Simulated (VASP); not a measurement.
Input of a VASP 6.6.1 run:

File INCAR:

```
SYSTEM = Te2Mo
PREC     = Accurate       ! precision mode
ENCUT    = 500            ! plane-wave cutoff, eV
EDIFF    = 1E-6           ! SCF threshold, eV
ISMEAR   = 1              ! smearing method
SIGMA    = 0.1            ! smearing width, eV
LREAL    = .FALSE.        ! projectors in reciprocal space
LASPH    = .TRUE.         ! aspherical terms in the spheres
NELM     = 120            ! most SCF steps
ALGO     = Normal         ! electronic algorithm
ISIF     = 2              ! what is computed and relaxed
LWAVE    = .FALSE.        ! write WAVECAR
LCHARG   = .FALSE.        ! write CHGCAR
GGA      = PS             ! functional
NBANDS   = 35             ! bands
GGA_COMPAT= .FALSE.
```

KPOINTS

```
Automatic mesh
0
G
  8 8 1
  0 0 0
```

Contents of POSCAR:

```
Te2Mo
1.0
    3.5603917400      0.0000000000      0.0000000000
   -1.7801958700      3.0833896900      0.0000000000
    0.0000000000      0.0000000000     24.8112624000
Te Mo
4 2
Direct
    0.3333333333      0.6666666667      0.0793711400
    0.6666666667      0.3333333333      0.7763605200
    0.6666666667      0.3333333333      0.9206288600
    0.3333333333      0.6666666667      0.2236394800
    0.3333333333      0.6666666667      0.8484585100
    0.6666666667      0.3333333333      0.1515414900
```

Potentials or basis: VASP PAW PBE potentials, release 64 (Te, Mo_sv).

Launch:

```bash
$ cat potpaw_PBE.64/Te/POTCAR potpaw_PBE.64/Mo_sv/POTCAR > POTCAR
$ mpirun -np 1 vasp_std > vasp.out
```

(1) What does it give for the band gap on the k mesh?

(2) Predict the largest force.

Answers

(1) 1.23 eV, direct.

(2) 0.136 eV/Å.

Caveat: the PAW data sets were made with another functional, which shifts forces and pressure a little; spin-orbit coupling is left out, which moves the levels of the heavy elements.
